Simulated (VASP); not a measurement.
Wanted: the native input for a VASP 6.6.1 run.

```
Task                   : single point
Functional             : PBE
Potentials or basis    : VASP PAW PBE potentials, release 64 (Mg)
Cutoff                 : 520 eV
k mesh                 : 10 × 10 × 6
Occupations            : fermi-dirac, width 0.1 eV
Spin                   : no spin polarisation
Dipole correction      : no
Further INCAR settings : ALGO = Normal; EDIFF = 1e-06; NBANDS = 9
```

The structure of Mg lies in POSCAR:

```
Mg
1.0
    3.1213293200      0.0000000000      0.0000000000
   -1.5606646600      2.7031504863      0.0000000000
    0.0000000000      0.0000000000      5.0674795612
Mg
2
Direct
    0.3333333333      0.6666666667      0.2500000000
    0.6666666667      0.3333333333      0.7500000000
```

One way to write it, as run:

INCAR

```
SYSTEM = Mg
PREC = Accurate
ENCUT = 520
EDIFF = 1E-6
ISMEAR = -1
SIGMA = 0.1
LREAL = .False.
LASPH = .True.
NELM = 60
ALGO = Normal
ISIF = 2
LWAVE = .False.
LCHARG = .False.
GGA = PE
NBANDS = 9
```

KPOINTS

```
regular mesh
0
Gamma
  10 10 6
  0 0 0
```

Potentials or basis: VASP PAW PBE potentials, release 64 (Mg).

Command:

```bash
$ cat potpaw_PBE.64/Mg/POTCAR > POTCAR
$ mpirun -np 1 vasp_std > vasp.out
```

Results of the run:

The pressure is 2.9 GPa. The band gap on the k mesh is zero (band 2 reaches 3.65 eV, above the bottom of band 3 at 1.78 eV).

Wall time 7 s on 1 thread of AMD EPYC 9R45 96-Core Processor (Zen 5) (shared host), peak memory 0.13 GiB.
